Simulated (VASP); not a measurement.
CdSe:

```xyz
2
Lattice="0.0000 3.0703 3.0703 3.0703 0.0000 3.0703 3.0703 3.0703 0.0000" Properties=species:S:1:pos:R:3 pbc="T T T"
Cd    0.0000    0.0000    0.0000
Se    1.5351    1.5351    1.5351
```

* Program: VASP 6.6.1
* Task: relaxation of cell and atoms
* Functional: PBEsol
* Dispersion: D3(BJ)
* Potentials or basis: VASP PAW PBE potentials, release 64 (Cd, Se)
* Cutoff: 600 eV
* k mesh: 8 × 8 × 8
* Occupations: fermi-dirac, width 0.05 eV
* Spin: no spin polarisation

At the start: pressure -2.7 GPa; volume 28.94 Å³/atom.

Problem. Where does the relaxation end?

Solution. Over 3 steps the energy falls by 13.9 meV/atom and the volume is 27.40 Å³/atom (-5.3 %); space group F-43m (No. 216, to 0.1 Å) before and after.

Step by step:
```csv
step,energy change (eV),largest force (eV/Å),pressure (GPa),volume (Å³)
1,0.0000,0.0000,-2.74,57.88
2,-0.0247,0.0000,1.05,53.84
3,-0.0278,0.0000,-0.02,54.80
```

Final structure:
```yaml
crystal:
  lattice:
    - [0.00000, 3.01466, 3.01466]
    - [3.01466, 0.00000, 3.01466]
    - [3.01466, 3.01466, 0.00000]
  atoms:
    - { symbol: Cd, position: [0.00000, 0.00000, 0.00000] }
    - { symbol: Se, position: [0.25000, 0.25000, 0.25000] }
```

Caveat: the PAW data sets were made with another functional, which shifts forces and pressure a little.
